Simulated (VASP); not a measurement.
Si2Mo: relaxation of the atoms with PBEsol

Si2Mo:

```xyz
3
Lattice="-1.6000 1.6000 3.8519 1.6000 -1.6000 3.8519 1.6000 1.6000 -3.8519" Properties=species:S:1:pos:R:3 pbc="T T T"
Mo    0.0000    0.0000    0.0000
Si    0.0000    0.0000    5.1384
Si    0.0000    0.0000    2.5654
```

| Quantity | Value |
| --- | --- |
| Program | VASP 6.6.1 |
| Task | relaxation of the atoms |
| Functional | PBEsol |
| Potentials or basis | VASP PAW PBE potentials, release 64 (Mo_sv, Si) |
| Cutoff | 520 eV |
| k mesh | 10 × 10 × 10 |
| Occupations | fermi-dirac, width 0.05 eV |
| Spin | no spin polarisation |
| Dipole correction | no |
| Further INCAR settings | ALGO = Normal; EDIFF = 1e-06; IBRION = 2; EDIFFG = -0.01; NSW = 60 |

```json
{
 "Energy gained by relaxing": "1.6 meV/atom",
 "Ionic steps": "2",
 "Pressure after relaxing": "2.9 GPa",
 "Largest force after relaxing": "0.008 eV/Å",
 "Band gap on the k mesh": "zero (bands 11 and 12 overlap by 0.98 eV)"
}
```

Forces in eV/Å, atoms in the order of the input:
```
Mo   0.000  0.000  0.000
Si   0.000  0.000  0.008
Si   0.000  0.000 -0.008
```

Stress tensor (GPa, compression positive):
```
0.29 0.00 0.00
0.00 0.29 0.00
0.00 0.00 8.01
```

The path:
```tsv
step	energy change (eV)	largest force (eV/Å)	pressure (GPa)
1	0.0000	0.3199	2.64
2	-0.0049	0.0079	2.86
```

Final structure:
```yaml
crystal:
  lattice:
    - [-1.60000, 1.60000, 3.85189]
    - [1.60000, -1.60000, 3.85189]
    - [1.60000, 1.60000, -3.85189]
  atoms:
    - { symbol: Mo, position: [0.00000, 0.00000, 0.00000] }
    - { symbol: Si, position: [0.66500, 0.66500, 0.00000] }
    - { symbol: Si, position: [0.33500, 0.33500, 0.00000] }
```

Levels at points of the mesh, in eV from the Fermi level:
```
           k point  band 7  band 8  band 9  band 10  band 11  band 12  band 13  band 14  band 15
(0.00, 0.00, 0.00)   -3.06   -3.05   -2.66    -2.66     0.39     3.18     3.28     3.54     3.54
(0.50, 0.00, 0.00)   -4.91   -4.42   -2.63    -2.52    -0.49     2.34     3.13     4.41     4.52
(0.50, 0.50, 0.00)   -5.66   -5.08   -4.45    -2.94    -1.15     2.38     2.91     3.50     3.68
(0.50, 0.50, 0.50)   -3.59   -2.19   -0.49    -0.49    -0.49    -0.49     0.55     5.22     5.54
```

Run time: 62 s on 1 thread of Intel(R) Xeon(R) 6975P-C (Granite Rapids), with other jobs on the host, peak memory 0.23 GiB.

Caveat: the PAW data sets were made with another functional, which shifts forces and pressure a little.
